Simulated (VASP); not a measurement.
Set up this calculation in VASP 6.6.1, as the native input.

```
Task                   : single point
Functional             : LDA
Potentials or basis    : VASP PAW LDA potentials, release 64 (Pd)
Cutoff                 : 520 eV
k mesh                 : 14 × 14 × 14
Occupations            : methfessel-paxton, width 0.6 eV
Spin                   : no spin polarisation
Dipole correction      : no
Further INCAR settings : ALGO = Normal; EDIFF = 1e-06; NBANDS = 11
```

The structure of Pd lies in POSCAR:

```
Pd
1.0
    0.0000000000      1.9211411165      1.9211411165
    1.9211411165      0.0000000000      1.9211411165
    1.9211411165      1.9211411165      0.0000000000
Pd
1
Direct
    0.0000000000      0.0000000000      0.0000000000
```

These files were run (other wordings do the same):

INCAR

```
ALGO = Normal
EDIFF = 1E-6
ENCUT = 520
GGA = CA
ISIF = 2
ISMEAR = 1
LASPH = True
LCHARG = False
LREAL = False
LWAVE = False
NBANDS = 11
NELM = 60
PREC = Accurate
SIGMA = 0.6
```

KPOINTS

```
k-points
0
Gamma
  14 14 14
```

Potentials or basis: VASP PAW LDA potentials, release 64 (Pd).

The run is started by

```sh
$ cat potpaw_LDA.64/Pd/POTCAR > POTCAR
$ mpirun -np 1 vasp_std > vasp.out
```

It gave:

```yaml
Pressure: 0.1 GPa
Band_gap_on_the_k_mesh: zero (band 5 reaches 10.60 eV, above the bottom of band 6 at 8.89 eV)
```

Run time: 11 s on 1 thread of Intel(R) Xeon(R) Platinum 8259CL CPU @ 2.50GHz (Skylake/Cascade Lake) (shared host), peak memory 0.13 GiB.
